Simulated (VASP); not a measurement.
Set up this calculation in VASP 6.6.1, as the native input.

```yaml
Task: electric field gradients
Functional: PBE
Potentials_or_basis: VASP PAW PBE potentials, release 64 (Ga_d)
Cutoff: 520 eV
k_mesh: 15 × 15 × 13
Occupations: fermi-dirac, width 0.05 eV
Spin: no spin polarisation
Dipole_correction: no
Further_INCAR_settings: ALGO = Normal; EDIFF = 1e-08; NBANDS = 20
```

The structure of Ga lies in POSCAR:

```
Ga
1.0
    1.4596029289     -4.0919213144      0.0000000000
    1.4596029289      4.0919213144      0.0000000000
    0.0000000000      0.0000000000      3.1909939893
Ga
2
Direct
    0.8670000000      0.1330000000      0.2500000000
    0.1330000000      0.8670000000      0.7500000000
```

These files were run (other wordings do the same):

INCAR

```
SYSTEM = Ga
ALGO = Normal
EDIFF = 1E-8
ENCUT = 520
GGA = PE
ISIF = 2
ISMEAR = -1
LASPH = .TRUE.
LCHARG = .FALSE.
LEFG = .TRUE.
LREAL = .FALSE.
LWAVE = .FALSE.
NBANDS = 20
NELM = 80
PREC = Accurate
SIGMA = 0.05
```

KPOINTS

```
k-points
0
G
  15 15 13
  0 0 0
```

Potentials or basis: VASP PAW PBE potentials, release 64 (Ga_d).

Command:

```sh
$ cat potpaw_PBE.64/Ga_d/POTCAR > POTCAR
$ mpirun -np 1 vasp_std > vasp.out
```

Results of the run:

| Quantity | Value |
| --- | --- |
| Pressure | 0.6 GPa |
| Largest force | 0.189 eV/Å |
| Band gap on the k mesh | zero (bands 13 and 14 overlap by 8.59 eV) |
| Largest electric field gradient by atom | Ga -23.6 V/Å² |

Caveat: without QUAD_EFG the Cq values of the log hold for a quadrupole moment of 1 mb, not for the nuclei.

Run time: 6.1 min on 1 thread of Oxide Virtual Turin-like Processor (shared host), peak memory 0.35 GiB.
